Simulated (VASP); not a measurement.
Input of a VASP 6.6.1 run:

INCAR

```
ALGO = Normal ; EDIFF = 1E-6
ENCUT = 520 ; GGA = PE
ISIF = 2 ; ISMEAR = 0
LASPH = T ; LCHARG = T
LELF = T ; LREAL = Auto
LVHAR = T ; LWAVE = F
NBANDS = 52 ; NELECT = 74.0
NELM = 80 ; PREC = Accurate
SIGMA = 0.02
```

KPOINTS

```
k-points
0
Gamma
  2 2 2
```

POSCAR

```
CuSi16
1.0
    0.0000000000      5.4300000000      5.4300000000
    5.4300000000      0.0000000000      5.4300000000
    5.4300000000      5.4300000000      0.0000000000
Si Cu
16 1
Direct
   -0.0110559087      0.0352180588     -0.0106989731
    0.1311991446      0.1196899423      0.1309996267
    0.0019042460     -0.0147761294      0.5066586089
    0.1293333902      0.1189256381      0.6211280529
    0.0006587623      0.5074393831      0.0004954705
    0.1121132589      0.6637053190      0.1121186049
   -0.0004249984      0.5075700112      0.4921755171
    0.1326449112      0.6107830649      0.6281116280
    0.5067860122     -0.0149118182      0.0017265335
    0.6207430122      0.1190233852      0.1293767469
    0.5054073773     -0.0142893449      0.5054653452
    0.6290221934      0.1116587225      0.6288556128
    0.4920763159      0.5075523581     -0.0004478839
    0.6282709418      0.6106532016      0.1325045510
    0.5045799010      0.4850497277      0.5044463245
    0.6273806494      0.6112303078      0.6273321294
    0.2371905608      0.2925164223      1.2378156947
```

Potentials or basis: VASP PAW PBE potentials, release 64 (Si, Cu).

Command:

```console
$ cat potpaw_PBE.64/Si/POTCAR potpaw_PBE.64/Cu/POTCAR > POTCAR
$ mpirun -np 1 vasp_std > vasp.out
```

**Question.** Predict the largest force.

**Answer.** 0.017 eV/Å.

Forces in eV/Å, atoms in the order of the input:
```
Si  -0.008  0.006 -0.008
Si   0.000 -0.008 -0.003
Si   0.000  0.001  0.006
Si   0.008 -0.001  0.009
Si  -0.006 -0.002 -0.007
Si   0.008 -0.005  0.007
Si  -0.004  0.007 -0.003
Si   0.007 -0.001  0.000
Si   0.006  0.001  0.001
Si   0.009  0.002  0.009
Si  -0.003 -0.001 -0.003
Si  -0.002 -0.003 -0.001
Si  -0.003  0.008 -0.004
Si   0.000 -0.002  0.007
Si   0.001 -0.005  0.002
Si   0.001 -0.001  0.000
Cu  -0.013  0.004 -0.011
```

Caveat: the k points lie up to 0.50 Å⁻¹ apart; the cell carries a net charge on a neutralising background, which shifts energy and pressure.
